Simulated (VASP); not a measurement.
# BaS (I-4m2) in VASP: single point with HSE06

Aim: the single point of BaS with HSE06.

Program: VASP 6.6.1. These are calculated values, not measurements. Logs are shortened: lines on timing, memory, paths and dates and some standing lists are left out, and cuts for length are marked.

### Step 1. The cell of the first run

It takes space group I-4m2 (No. 119, tetragonal). Conventional cell: a = 4.977 Å, b = 4.977 Å, c = 7.353 Å, α = 90.00°, β = 90.00°, γ = 90.00°. Ba (site symmetry -4m2) has 4 S at 3.09 Å within 4.1 Å. Within 4.1 Å of S (site symmetry -4m2) lie 4 Ba at 3.09 Å.

### Step 2. Single point, HSE06 (uniaxial x strain +4.5%)

Input file POSCAR:

```
BaS
1.0
    0.0000000000      3.5194117709      3.5194117709
    3.6767294771      0.0000000000      3.5194117709
    3.6767294771      3.5194117709      0.0000000000
Ba S
1 1
Direct
    0.0000000000      0.0000000000      0.0000000000
    0.2500000000      0.2500000000      0.2500000000
```

Input file INCAR.step1:

```
PREC     = Accurate       # precision mode
ENCUT    = 520            # plane-wave cutoff, eV
EDIFF    = 1E-5           # SCF threshold, eV
ISMEAR   = 0              # smearing method
SIGMA    = 0.01           # smearing width, eV
LREAL    = F              # projectors in reciprocal space
LASPH    = T              # aspherical terms in the spheres
NELM     = 80             # most SCF steps
ALGO     = Normal         # electronic algorithm
ISIF     = 2              # what is computed and relaxed
LWAVE    = T              # write WAVECAR
NBANDS   = 15             # bands
GGA      = PE             # functional
```

Input file INCAR.step2:

```
PREC     = Accurate       # precision mode
ENCUT    = 520            # plane-wave cutoff, eV
EDIFF    = 1E-7           # SCF threshold, eV
ISMEAR   = 0              # smearing method
SIGMA    = 0.01           # smearing width, eV
LREAL    = F              # projectors in reciprocal space
LASPH    = T              # aspherical terms in the spheres
NELM     = 80             # most SCF steps
ALGO     = Normal         # electronic algorithm
ISIF     = 2              # what is computed and relaxed
LWAVE    = F              # write WAVECAR
LCHARG   = T              # write CHGCAR
GGA      = PE             # functional
LHFCALC  = T              # exact exchange
HFSCREEN = 0.2079         # screening, 1/A
PRECFOCK = Normal       
LELF     = T              # ELF
LVHAR    = T            
NBANDS   = 15             # bands
ISTART   = 1
```

Input file KPOINTS:

```
regular mesh
0
Gamma
  4 4 4
```

Potentials or basis: VASP PAW PBE potentials, release 64 (Ba_sv, S).

Command:

```sh
$ cat potpaw_PBE.64/Ba_sv/POTCAR potpaw_PBE.64/S/POTCAR > POTCAR
$ cp INCAR.step1 INCAR
$ mpirun -np 1 vasp_std > vasp.out
$ cp INCAR.step2 INCAR
$ mpirun -np 1 vasp_std > vasp.out
```

OUTCAR:

```text
PREC = Accurate
   ENCUT = 520
   EDIFF = 1E-7
   ISMEAR = 0
   LREAL = F
   LASPH = T
   NELM = 80
   ISIF = 2
   GGA = PE
   LHFCALC = T
   HFSCREEN = 0.2079
   PRECFOCK = Normal
   ISTART = 1

 ion  position               nearest neighbor table
   1  0.000  0.000  0.000-   2 3.09   2 3.09   2 3.09   2 3.09
   2  0.250  0.250  0.250-   1 3.09   1 3.09   1 3.09   1 3.09

  LATTYP: Found a body centered tetragonal cell.
 ALAT       =     4.9771998580
 C/A-ratio  =     1.4774289086

  Lattice vectors:

 A1 = (   3.6767294771,   0.0000000000,   3.5194117709)
 A2 = (   3.6767294771,   0.0000000000,  -3.5194117709)
 A3 = (  -3.6767294771,   3.5194117709,   0.0000000000)

Analysis of symmetry for initial positions (statically):
=====================================================================
 Subroutine PRICEL returns:
 Original cell was already a primitive cell.

 Routine SETGRP: Setting up the symmetry group for a
 body centered tetragonal supercell.

 Subroutine GETGRP returns: Found  8 space group operations
 (whereof  8 operations were pure point group operations)
 out of a pool of 16 trial point group operations.

The static configuration has the point symmetry D_2d.

Analysis of symmetry for dynamics (positions and initial velocities):
=====================================================================
 Subroutine PRICEL returns:
 Original cell was already a primitive cell.

 Routine SETGRP: Setting up the symmetry group for a
 body centered tetragonal supercell.

 Subroutine GETGRP returns: Found  8 space group operations
 (whereof  8 operations were pure point group operations)
 out of a pool of 16 trial point group operations.

The dynamic configuration has the point symmetry D_2d.

 Subroutine INISYM returns: Found  8 space group operations
 (whereof  8 operations are pure point group operations),
 and found     1 'primitive' translations

----------------------------------------------------------------------------------------

                                     Primitive cell

  volume of cell :      91.0818

  direct lattice vectors                    reciprocal lattice vectors
     0.000000000  3.519411771  3.519411771    -0.135990424  0.142069196  0.142069196
     3.676729477  0.000000000  3.519411771     0.135990424 -0.142069196  0.142069196
     3.676729477  3.519411771  0.000000000     0.135990424  0.142069196 -0.142069196

  length of vectors
     4.977199858  5.089656065  5.089656065     0.242612259  0.242612259  0.242612259

  position of ions in fractional coordinates (direct lattice)
     0.000000000  0.000000000  0.000000000
     0.250000000  0.250000000  0.250000000

  ion indices of the primitive-cell ions
   primitive index   ion index
                 1           1
                 2           2

----------------------------------------------------------------------------------------

 KPOINTS: regular mesh

Automatic generation of k-mesh.
 Grid dimensions read from file:
 generate k-points for:    4    4    4

 Generating k-lattice:

  Cartesian coordinates                     Fractional coordinates (reciprocal lattice)
    -0.033997606  0.035517299  0.035517299     0.250000000 -0.000000000 -0.000000000
     0.033997606 -0.035517299  0.035517299     0.000000000  0.250000000  0.000000000
     0.033997606  0.035517299 -0.035517299     0.000000000  0.000000000  0.250000000

  Length of vectors
     0.060653065  0.060653065  0.060653065

  Shift w.r.t. Gamma in fractional coordinates (k-lattice)
     0.000000000  0.000000000  0.000000000

 Subroutine IBZKPT returns following result:
 ===========================================

 Found     13 irreducible k-points:

 Following reciprocal coordinates:
            Coordinates               Weight
  0.000000  0.000000  0.000000      1.000000
  0.250000  0.000000  0.000000      8.000000
  0.500000  0.000000  0.000000      4.000000
  0.250000  0.250000  0.000000      4.000000
  0.500000  0.250000  0.000000     16.000000
 -0.250000  0.250000  0.000000      8.000000
  0.500000  0.500000  0.000000      2.000000
  0.000000  0.250000  0.250000      2.000000
  0.500000  0.250000  0.250000      4.000000
 -0.250000  0.250000  0.250000      8.000000
 -0.250000  0.500000  0.250000      4.000000
  0.500000 -0.250000  0.250000      2.000000
  0.000000  0.500000  0.500000      1.000000
   k-points           NKPTS =     13   k-points in BZ     NKDIM =     64   number of bands    NBANDS=     15
   number of dos      NEDOS =    301   number of ions     NIONS =      2
   total plane-waves  NPLWV =  64000
   dimension x,y,z NGX =    40 NGY =   40 NGZ =   40
   dimension x,y,z NGXF=    80 NGYF=   80 NGZF=   80
   ions per type =               1   1
   NGX,Y,Z   is equivalent  to a cutoff of  13.36, 13.07, 13.07 a.u.
   NGXF,Y,Z  is equivalent  to a cutoff of  26.72, 26.13, 26.13 a.u.
 SYSTEM =  unknown system
   PREC   = accura    normal or accurate (medium, high low for compatibility)
   ISTART =      1    job   : 0-new  1-cont  2-samecut
   ICHARG =      0    charge: 1-file 2-atom 10-const
   ISPIN  =      1    spin polarized calculation?
   LNONCOLLINEAR =      F non collinear calculations
   LSORBIT =      F    spin-orbit coupling
   LASPH  =      T    aspherical Exc in radial PAW
   ENCUT  =  520.0 eV  38.22 Ry    6.18 a.u.   9.25  9.46  9.46*2*pi/ulx,y,z
   NELM   =     80;   NELMIN=  2; NELMDL=  0     # of ELM steps
   EDIFF  = 0.1E-06   stopping-criterion for ELM
   LREAL  =      F    real-space projection
   EDIFFG = 0.1E-05   stopping-criterion for IOM
   NSW    =      0    number of steps for IOM
   IBRION =     -1    ionic relax: 0-MD 1-quasi-New 2-CG
   NFREE  =      0    steps in history (QN), initial steepest desc. (CG)
   ISIF   =      2    stress and relaxation
   ISYM   =      3    0-nonsym 1-usesym 2-fastsym
   POTIM  = 0.5000    time-step for ionic-motion
   TEBEG  =    0.0;   TEEND  =   0.0 temperature during run
   PSTRESS=    0.0 pullay stress
   NELECT =      16.0000    total number of electrons
   NUPDOWN=      -1.0000    fix difference up-down
   EMIN   =  10.00;   EMAX   =-10.00  energy-range for DOS
   EFERMI =   0.00;   METHOD = LEGACY
   ISMEAR =     0;   SIGMA  =   0.01  broadening in eV -4-tet -1-fermi 0-gaus
   EFERMI_NEDOS =   21; number of points for ismear=-14 and -15
   IALGO  =     38    algorithm
   IMIX   =      1    mixing-type and parameters
     AMIX     =   0.40;   BMIX     =  1.00
     AMIX_MAG =   1.60;   BMIX_MAG =  1.00
  volume/ion in A,a.u.               =      45.54       307.33
  Fermi-wavevector in a.u.,A,eV,Ry     =   0.916863  1.732619 11.437559  0.840637
  Thomas-Fermi vector in A             =   2.041766
   LORBIT       =      0    0 simple, 1 ext, 2 COOP (PROOUT), +10 PAW based schemes
   GGA     = PE    functional components
   LHFCALC =     T    Hartree Fock is set to
   PRECFOCK=normal    Normal, Fast or Accurate (Low or Medium for compatibility)
   ENCUT4O =  -1.0   cutoff for four orbital integrals eV
   NKREDX  =     1    reduce k-point grid by
   NKREDY  =     1    reduce k-point grid by
   NKREDZ  =     1    reduce k-point grid by
   AEXX    =    0.2500 exact exchange contribution
   HFSCREEN=    0.2079 screening length (either q_TF or 0.3 A-1)
   HFSCREENC=   0.2079 screening length for correlation (either q_TF or 0.3 A-1)
   ENCUTFOCK=  -1.0 apply spherical cutoff to Coloumb kernel
   IVDW    =     0    specifies the selected vdW correction
   LEPSILON=     F    determine dielectric tensor
   LRPA    =     F    only Hartree local field effects (RPA)
 non-spin polarized calculation
 Gauss-broadening in eV      SIGMA  =   0.01
  energy-cutoff  :      520.00
  volume of cell :       91.08
 maximum number of plane-waves:      2469
 NGX is ok and might be reduce to    40
  NGX = 28; NGY = 30; NGZ = 30

 number of electron      16.0000001 magnetization

 Free energy of the ion-electron system (eV)
  ---------------------------------------------------
  ext. energy  EPLUGINS =         0.00000000
  ---------------------------------------------------
  free energy    TOTEN  =       -11.03235381 eV

  energy without entropy =      -11.03235381  energy(sigma->0) =      -11.03235381

 E-fermi :  -0.9112     XC(G=0):  -5.9171

 val. band max:       -0.9822983026   @ k =   0.0000   0.5000   0.5000
 cond. band min:       2.5654743779   @ k =   0.0000   0.0000   0.0000
 fundamental gap:      3.5477726805
 Fermi energy:        -0.9111741169

 k-point     1 :       0.0000    0.0000    0.0000
  band No.  band energies     occupation
      1     -28.9610      2.00000
      2     -13.0776      2.00000
      3     -13.0776      2.00000
      4     -13.0695      2.00000
      5     -11.8694      2.00000
      6      -1.6447      2.00000
      7      -1.6154      2.00000
      8      -1.6154      2.00000
      9       2.5655      0.00000
     10       4.9531      0.00000
     11       5.2664      0.00000
     12       6.7175      0.00000
     13       7.0698      0.00000
     14       7.0698      0.00000
     15       9.7017      0.00000

 k-point     2 :       0.2500    0.0000    0.0000
  band No.  band energies     occupation
      1     -28.9542      2.00000
      2     -13.4715      2.00000
      3     -13.0949      2.00000
      4     -13.0945      2.00000
      5     -11.4579      2.00000
      6      -1.7140      2.00000
      7      -1.5110      2.00000
      8      -1.4762      2.00000
      9       3.6438      0.00000
     10       4.7786      0.00000
     11       4.9423      0.00000
     12       6.3519      0.00000
     13       7.3259      0.00000
     14       7.3930      0.00000
     15       7.6996      0.00000

 k-point     3 :       0.5000    0.0000    0.0000
  band No.  band energies     occupation
      1     -28.9475      2.00000
      2     -13.7422      2.00000
      3     -13.1173      2.00000
      4     -13.1111      2.00000
      5     -11.1820      2.00000
      6      -1.6089      2.00000
      7      -1.4114      2.00000
      8      -1.3452      2.00000
      9       4.3633      0.00000
     10       5.2242      0.00000
     11       5.2709      0.00000
     12       5.2791      0.00000
     13       6.3560      0.00000
     14       6.4802      0.00000
     15       8.4783      0.00000
[... 145 lines left out ...]
 k-point    12 :       0.5000   -0.2500    0.2500
  band No.  band energies     occupation
      1     -28.9423      2.00000
      2     -13.8014      2.00000
      3     -13.2247      2.00000
      4     -13.1604      2.00000
      5     -10.9958      2.00000
      6      -1.6091      2.00000
      7      -1.4722      2.00000
      8      -1.0444      2.00000
      9       3.3535      0.00000
     10       4.2855      0.00000
     11       6.1118      0.00000
     12       6.3858      0.00000
     13       7.3554      0.00000
     14       8.3558      0.00000
     15       8.6833      0.00000

 k-point    13 :       0.0000    0.5000    0.5000
  band No.  band energies     occupation
      1     -28.9444      2.00000
      2     -13.8513      2.00000
      3     -13.1643      2.00000
      4     -13.1643      2.00000
      5     -10.9450      2.00000
      6      -2.0618      2.00000
      7      -0.9823      2.00000
      8      -0.9823      2.00000
      9       3.2786      0.00000
     10       4.4599      0.00000
     11       6.2785      0.00000
     12       6.2785      0.00000
     13       6.4325      0.00000
     14       8.1447      0.00000
     15       8.3676      0.00000

------------------------ aborting loop because EDIFF is reached ----------------------------------------

  FORCE on cell =-STRESS in cart. coord.  units (eV):
  Direction    XX          YY          ZZ          XY          YZ          ZX
  --------------------------------------------------------------------------------------
  -------------------------------------------------------------------------------------
  Total       -0.7174558     -0.5401842     -0.5401842      0.0000000      0.0000000     -0.0000000
  in kB      -12.6204223     -9.5021227     -9.5021227      0.0000000      0.0000000     -0.0000000
  external PRESSURE =     -10.5415559 kB  Pullay stress =       0.0000000 kB

 VOLUME and BASIS-vectors are now :
 -----------------------------------------------------------------------------
  energy-cutoff  :      520.00
  volume of cell :       91.08
      direct lattice vectors                 reciprocal lattice vectors
     0.000000000  3.519411771  3.519411771    -0.135990424  0.142069196  0.142069196
     3.676729477  0.000000000  3.519411771     0.135990424 -0.142069196  0.142069196
     3.676729477  3.519411771  0.000000000     0.135990424  0.142069196 -0.142069196

 POSITION                                       TOTAL-FORCE (eV/Angst)
 -----------------------------------------------------------------------------------
      0.00000      0.00000      0.00000         0.000000      0.000000     -0.000000
      1.83836      1.75971      1.75971        -0.000000     -0.000000      0.000000
 -----------------------------------------------------------------------------------
    total drift:                                0.000000     -0.000000     -0.000000

  FREE ENERGIE OF THE ION-ELECTRON SYSTEM (eV)
  ---------------------------------------------------
  free  energy   TOTEN  =       -11.0323538062 eV

  energy  without entropy=      -11.0323538062  energy(sigma->0) =      -11.03235381
```

Run time: 40 min. Hardware: 1 thread of Intel Xeon 8259CL, shared host; peak memory 0.36 GiB.

What came out:

```
Free energy            : -11.0324 eV
Pressure               : -1.1 GPa
Band gap on the k mesh : 3.55 eV (least direct gap 4.18 eV)
```

Stress tensor (GPa, compression positive):
```
-1.26  0.00  0.00
 0.00 -0.95  0.00
 0.00  0.00 -0.95
```

Levels at points of the mesh, in eV from the valence-band top:
| k point | band 6 | band 7 | band 8 | band 9 | band 10 | band 11 |
| --- | --- | --- | --- | --- | --- | --- |
| (0.00, 0.00, 0.00) | -0.66 | -0.63 | -0.63 | 3.55 | 5.94 | 6.25 |
| (0.50, 0.00, 0.00) | -0.63 | -0.43 | -0.36 | 5.35 | 6.21 | 6.25 |
| (0.50, 0.50, 0.00) | -1.05 | -0.07 | -0.02 | 4.37 | 5.49 | 7.30 |
| (0.00, 0.50, 0.50) | -1.08 | 0.00 | 0.00 | 4.26 | 5.44 | 7.26 |

Caveat: the cell differs from its parent crystal (uniaxial x strain +4.5%); the structure was generated, so it needn't be the stable form of BaS; the PAW data sets were made with another functional, which shifts forces and pressure a little; spin-orbit coupling is left out, which moves the levels of the heavy elements.
